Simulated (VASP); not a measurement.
# W in VASP: single point with r2SCAN

Aim: the single point of W with r2SCAN.

All numbers are computed with VASP 6.6.1; they aren't measurements. Logs are shortened: lines on timing, memory, paths and dates and some standing lists are left out, and cuts for length are marked.

**1. The cell of the first run**

The cell holds a slab with vacuum, 4 atoms: a = 2.841 Å, b = 2.841 Å, c = 23.958 Å, α = 90.00°, β = 90.00°, γ = 120.00°.

**2. Single point, r2SCAN**

File POSCAR:

```
W
1.0
    2.8405558793      0.0000000000      0.0000000000
   -1.4202779396      2.4599935523      0.0000000000
    0.0000000000      0.0000000000     23.9579124900
W
4
Direct
    0.6666666667      0.3333333333      0.3547888408
    0.3333333333      0.6666666667      0.4515962803
    0.0000000000      0.0000000000      0.5493927030
    0.6666666667      0.3333333333      0.6468610465
```

File INCAR.step1:

```
ALGO     = Normal         # electronic algorithm
DIPOL    = 0.5 0.5 0.501
EDIFF    = 1E-4           # SCF threshold, eV
ENCUT    = 520            # plane-wave cutoff, eV
GGA      = PE             # functional
IDIPOL   = 3            
ISMEAR   = 0              # smearing method
LASPH    = T              # aspherical terms in the spheres
LCHARG   = F              # write CHGCAR
LDIPOL   = T            
LREAL    = F              # projectors in reciprocal space
LWAVE    = T              # write WAVECAR
NBANDS   = 36             # bands
NELM     = 80             # most SCF steps
PREC     = Accurate       # precision mode
SIGMA    = 0.1            # smearing width, eV
```

File INCAR.step2:

```
ALGO     = Normal         # electronic algorithm
DIPOL    = 0.5 0.5 0.501
EDIFF    = 1E-6           # SCF threshold, eV
ENCUT    = 520            # plane-wave cutoff, eV
IDIPOL   = 3            
ISIF     = 2              # what is computed and relaxed
ISMEAR   = 0              # smearing method
ISTART   = 1            
LASPH    = T              # aspherical terms in the spheres
LCHARG   = F              # write CHGCAR
LDIPOL   = T            
LMIXTAU  = T            
LREAL    = F              # projectors in reciprocal space
LWAVE    = F              # write WAVECAR
METAGGA  = R2SCAN         # meta-GGA
NBANDS   = 36             # bands
NELM     = 80             # most SCF steps
PREC     = Accurate       # precision mode
SIGMA    = 0.1            # smearing width, eV
```

File KPOINTS:

```
k-points
0
Gamma
  12 12 1
```

Potentials or basis: VASP PAW PBE potentials, release 64 (W_sv).

Launch:

```
cat potpaw_PBE.64/W_sv/POTCAR > POTCAR
cp INCAR.step1 INCAR
mpirun -np 1 vasp_std > vasp.out
cp INCAR.step2 INCAR
mpirun -np 1 vasp_std > vasp.out
```

OUTCAR:

```text
EDIFF = 1E-6
   ENCUT = 520
   ISIF = 2
   ISMEAR = 0
   ISTART = 1
   LASPH = T
   LREAL = F
   METAGGA = R2SCAN
   NELM = 80
   PREC = Accurate

 ion  position               nearest neighbor table
   1  0.667  0.333  0.355-   2 2.84   2 2.84   2 2.84
   2  0.333  0.667  0.452-   1 2.84   1 2.84   1 2.84   3 2.86   3 2.86   3 2.86
   3  0.000  0.000  0.549-   4 2.85   4 2.85   4 2.85   2 2.86   2 2.86   2 2.86
   4  0.667  0.333  0.647-   3 2.85   3 2.85   3 2.85

  LATTYP: Found a hexagonal cell.
 ALAT       =     2.8405558793
 C/A-ratio  =     8.4342338289

  Lattice vectors:

 A1 = (   2.8405558793,   0.0000000000,   0.0000000000)
 A2 = (  -1.4202779396,   2.4599935523,   0.0000000000)
 A3 = (   0.0000000000,   0.0000000000,  23.9579124900)

Analysis of symmetry for initial positions (statically):
=====================================================================
 Subroutine PRICEL returns:
 Original cell was already a primitive cell.

 Routine SETGRP: Setting up the symmetry group for a
 hexagonal supercell.

 Subroutine GETGRP returns: Found  6 space group operations
 (whereof  6 operations were pure point group operations)
 out of a pool of 24 trial point group operations.

The static configuration has the point symmetry C_3v.

Analysis of symmetry for dynamics (positions and initial velocities):
=====================================================================
 Subroutine PRICEL returns:
 Original cell was already a primitive cell.

 Routine SETGRP: Setting up the symmetry group for a
 hexagonal supercell.

 Subroutine GETGRP returns: Found  6 space group operations
 (whereof  6 operations were pure point group operations)
 out of a pool of 24 trial point group operations.

The dynamic configuration has the point symmetry C_3v.

 Subroutine INISYM returns: Found  6 space group operations
 (whereof  6 operations are pure point group operations),
 and found     1 'primitive' translations

----------------------------------------------------------------------------------------

                                     Primitive cell

  volume of cell :     167.4119

  direct lattice vectors                    reciprocal lattice vectors
     2.840555879  0.000000000  0.000000000     0.352043770  0.203252565  0.000000000
    -1.420277940  2.459993552  0.000000000     0.000000000  0.406505130  0.000000000
     0.000000000  0.000000000 23.957912490     0.000000000  0.000000000  0.041739864

  length of vectors
     2.840555879  2.840555879 23.957912490     0.406505130  0.406505130  0.041739864

  position of ions in fractional coordinates (direct lattice)
     0.666666667  0.333333333  0.354788841
     0.333333333  0.666666667  0.451596280
     0.000000000  0.000000000  0.549392703
     0.666666667  0.333333333  0.646861046

  ion indices of the primitive-cell ions
   primitive index   ion index
                 1           1
                 2           2
                 3           3
                 4           4

----------------------------------------------------------------------------------------

 KPOINTS: k-points

Automatic generation of k-mesh.
 Grid dimensions read from file:
 generate k-points for:   12   12    1

 Generating k-lattice:

  Cartesian coordinates                     Fractional coordinates (reciprocal lattice)
     0.029336981  0.016937714  0.000000000     0.083333333 -0.000000000  0.000000000
     0.000000000  0.033875428  0.000000000     0.000000000  0.083333333  0.000000000
     0.000000000  0.000000000  0.041739864     0.000000000  0.000000000  1.000000000

  Length of vectors
     0.033875428  0.033875428  0.041739864

  Shift w.r.t. Gamma in fractional coordinates (k-lattice)
     0.000000000  0.000000000  0.000000000

 Subroutine IBZKPT returns following result:
 ===========================================

 Found     19 irreducible k-points:

 Following reciprocal coordinates:
            Coordinates               Weight
  0.000000  0.000000  0.000000      1.000000
  0.083333  0.000000  0.000000      6.000000
  0.166667  0.000000  0.000000      6.000000
  0.250000  0.000000  0.000000      6.000000
  0.333333  0.000000  0.000000      6.000000
  0.416667  0.000000  0.000000      6.000000
[... 11 lines left out ...]
  0.333333  0.250000  0.000000     12.000000
  0.333333  0.333333  0.000000      2.000000
   k-points           NKPTS =     19   k-points in BZ     NKDIM =     19   number of bands    NBANDS=     36
   number of dos      NEDOS =    301   number of ions     NIONS =      4
   total plane-waves  NPLWV = 103680
   dimension x,y,z NGX =    24 NGY =   24 NGZ =  180
   dimension x,y,z NGXF=    48 NGYF=   48 NGZF=  360
   ions per type =               4
   NGX,Y,Z   is equivalent  to a cutoff of  14.05, 14.05, 12.49 a.u.
   NGXF,Y,Z  is equivalent  to a cutoff of  28.09, 28.09, 24.98 a.u.
 SYSTEM =  unknown system
   PREC   = accura    normal or accurate (medium, high low for compatibility)
   ISTART =      1    job   : 0-new  1-cont  2-samecut
   ICHARG =      0    charge: 1-file 2-atom 10-const
   ISPIN  =      1    spin polarized calculation?
   LNONCOLLINEAR =      F non collinear calculations
   LSORBIT =      F    spin-orbit coupling
   LASPH  =      T    aspherical Exc in radial PAW
   ENCUT  =  520.0 eV  38.22 Ry    6.18 a.u.   5.28  5.28 44.55*2*pi/ulx,y,z
   NELM   =     80;   NELMIN=  2; NELMDL=  0     # of ELM steps
   EDIFF  = 0.1E-05   stopping-criterion for ELM
   LREAL  =      F    real-space projection
   EDIFFG = 0.1E-04   stopping-criterion for IOM
   NSW    =      0    number of steps for IOM
   IBRION =     -1    ionic relax: 0-MD 1-quasi-New 2-CG
   NFREE  =      0    steps in history (QN), initial steepest desc. (CG)
   ISIF   =      2    stress and relaxation
   ISYM   =      2    0-nonsym 1-usesym 2-fastsym
   POTIM  = 0.5000    time-step for ionic-motion
   TEBEG  =    0.0;   TEEND  =   0.0 temperature during run
   PSTRESS=    0.0 pullay stress
   NELECT =      56.0000    total number of electrons
   NUPDOWN=      -1.0000    fix difference up-down
   EMIN   =  10.00;   EMAX   =-10.00  energy-range for DOS
   EFERMI =   0.00;   METHOD = LEGACY
   ISMEAR =     0;   SIGMA  =   0.10  broadening in eV -4-tet -1-fermi 0-gaus
   EFERMI_NEDOS =   21; number of points for ismear=-14 and -15
   IALGO  =     38    algorithm
   IMIX   =      4    mixing-type and parameters
     AMIX     =   0.40;   BMIX     =  1.00
     AMIX_MAG =   1.60;   BMIX_MAG =  1.00
  volume/ion in A,a.u.               =      41.85       282.44
  Fermi-wavevector in a.u.,A,eV,Ry     =   1.136428  2.147538 17.571510  1.291470
  Thomas-Fermi vector in A             =   2.273133
   LORBIT       =      0    0 simple, 1 ext, 2 COOP (PROOUT), +10 PAW based schemes
   METAGGA = R2SCAN    functional components
   LHFCALC =     F    Hartree Fock is set to
   AEXX    =    0.0000 exact exchange contribution
   IVDW    =     0    specifies the selected vdW correction
   LEPSILON=     F    determine dielectric tensor
   LRPA    =     F    only Hartree local field effects (RPA)
 non-spin polarized calculation
 Gauss-broadening in eV      SIGMA  =   0.10
  energy-cutoff  :      520.00
  volume of cell :      167.41
 maximum number of plane-waves:      4541
 NGX is ok and might be reduce to    24
   NGX = 11   NGY = 11   NGZ = 89

 dipolmoment           0.000000      0.000000     -0.024456 electrons x Angstroem

 number of electron      56.0000004 magnetization

 dipolmoment           0.000000      0.000000      0.001434 electrons x Angstroem

 Free energy of the ion-electron system (eV)
  ---------------------------------------------------
  ext. energy  EPLUGINS =         0.00000000
  ---------------------------------------------------
  free energy    TOTEN  =      -200.66760918 eV

  energy without entropy =     -200.63719101  energy(sigma->0) =     -200.65240010

 E-fermi :   1.0187     XC(G=0):  -6.5592

 val. band max:        1.0169816681   @ k =   0.5000   0.0000   0.0000
 cond. band min:       1.0400268557   @ k =   0.0833   0.0000   0.0000
 fundamental gap:      0.0230451877
 Fermi energy:         1.0187036863

 k-point     1 :       0.0000    0.0000    0.0000
  band No.  band energies     occupation
      1     -74.6422      2.00000
      2     -74.6242      2.00000
      3     -74.5760      2.00000
      4     -74.5278      2.00000
      5     -38.7021      2.00000
      6     -38.4634      2.00000
[... 28 lines left out ...]
     35       3.6976      0.00000
     36       3.7434      0.00000

 k-point     2 :       0.0833    0.0000    0.0000
  band No.  band energies     occupation
      1     -74.6357      2.00000
      2     -74.6180      2.00000
      3     -74.5708      2.00000
      4     -74.5235      2.00000
      5     -38.6798      2.00000
      6     -38.4537      2.00000
[... 28 lines left out ...]
     35       3.2951      0.00000
     36       3.8837      0.00000

 k-point     3 :       0.1667    0.0000    0.0000
  band No.  band energies     occupation
      1     -74.6176      2.00000
      2     -74.6008      2.00000
      3     -74.5563      2.00000
      4     -74.5120      2.00000
      5     -38.6181      2.00000
      6     -38.4330      2.00000
[... 28 lines left out ...]
     35       2.9658      0.00000
     36       3.8451      0.00000
[... 547 lines left out ...]
 k-point    18 :       0.3333    0.2500    0.0000
  band No.  band energies     occupation
      1     -74.5342      2.00000
      2     -74.5176      2.00000
      3     -74.4846      2.00000
      4     -74.4678      2.00000
      5     -38.5783      2.00000
      6     -38.5244      2.00000
[... 28 lines left out ...]
     35       5.4435      0.00000
     36       5.9943      0.00000

 k-point    19 :       0.3333    0.3333    0.0000
  band No.  band energies     occupation
      1     -74.5309      2.00000
      2     -74.5142      2.00000
      3     -74.4807      2.00000
      4     -74.4671      2.00000
      5     -38.4909      2.00000
      6     -38.4607      2.00000
[... 28 lines left out ...]
     35       5.4352      0.00000
     36       5.4604      0.00000

------------------------ aborting loop because EDIFF is reached ----------------------------------------

 vacuum level on the upper side and lower side of the slab       (xc-potential included)         0.015        -0.024

  FORCE on cell =-STRESS in cart. coord.  units (eV):
  Direction    XX          YY          ZZ          XY          YZ          ZX
  --------------------------------------------------------------------------------------
  -------------------------------------------------------------------------------------
  Total       -7.6551567     -7.6551567      0.8157221     -0.0000000      0.0000000      0.0000000
  in kB      -73.2619351    -73.2619351      7.8066824     -0.0000000      0.0000000      0.0000000
  external PRESSURE =     -46.2390626 kB  Pullay stress =       0.0000000 kB

 VOLUME and BASIS-vectors are now :
 -----------------------------------------------------------------------------
  energy-cutoff  :      520.00
  volume of cell :      167.41
      direct lattice vectors                 reciprocal lattice vectors
     2.840555879  0.000000000  0.000000000     0.352043770  0.203252565  0.000000000
    -1.420277940  2.459993552  0.000000000     0.000000000  0.406505130  0.000000000
     0.000000000  0.000000000 23.957912490     0.000000000  0.000000000  0.041739864

 POSITION                                       TOTAL-FORCE (eV/Angst)
 -----------------------------------------------------------------------------------
      1.42028      0.82000      8.50000         0.000000     -0.000000     -0.206197
     -0.00000      1.64000     10.81930        -0.000000      0.000000      0.115159
      0.00000      0.00000     13.16230         0.000000     -0.000000      0.019455
      1.42028      0.82000     15.49744         0.000000     -0.000000      0.071583
 -----------------------------------------------------------------------------------
    total drift:                               -0.000000      0.000000     -0.000146

  FREE ENERGIE OF THE ION-ELECTRON SYSTEM (eV)
  ---------------------------------------------------
  free  energy   TOTEN  =      -200.6676091844 eV

  energy  without entropy=     -200.6371910134  energy(sigma->0) =     -200.65240010

 vacuum level on the upper side and lower side of the slab         6.193         6.153
```

Run time: 9.3 min. Hardware: 1 thread of Intel Xeon Platinum 8488C (Sapphire Rapids), shared host; peak memory 0.38 GiB.

Results:

```yaml
Free_energy: -200.6676 eV
Largest_force: 0.206 eV/Å
Band_gap_on_the_k_mesh: zero (band 28 reaches 1.99 eV, above the bottom of band 29 at 0.25 eV)
```

Forces in eV/Å, atoms in the order of the input:
```
W    0.000  0.000 -0.206
W    0.000  0.000  0.115
W    0.000  0.000  0.019
W    0.000  0.000  0.072
```

Levels at points of the mesh, in eV from the Fermi level:
```csv
k point,band 24,band 25,band 26,band 27,band 28,band 29,band 30,band 31,band 32,band 33
"(0.00, 0.00, 0.00)",-0.58,-0.58,-0.34,-0.34,-0.14,-0.09,-0.09,0.09,0.09,0.49
"(0.50, 0.00, 0.00)",-1.24,-0.62,-0.26,0.00,0.97,1.47,1.62,2.83,3.64,4.41
```

Caveat: the PAW data sets were made with another functional, which shifts forces and pressure a little; spin-orbit coupling is left out, which moves the levels of the heavy elements.
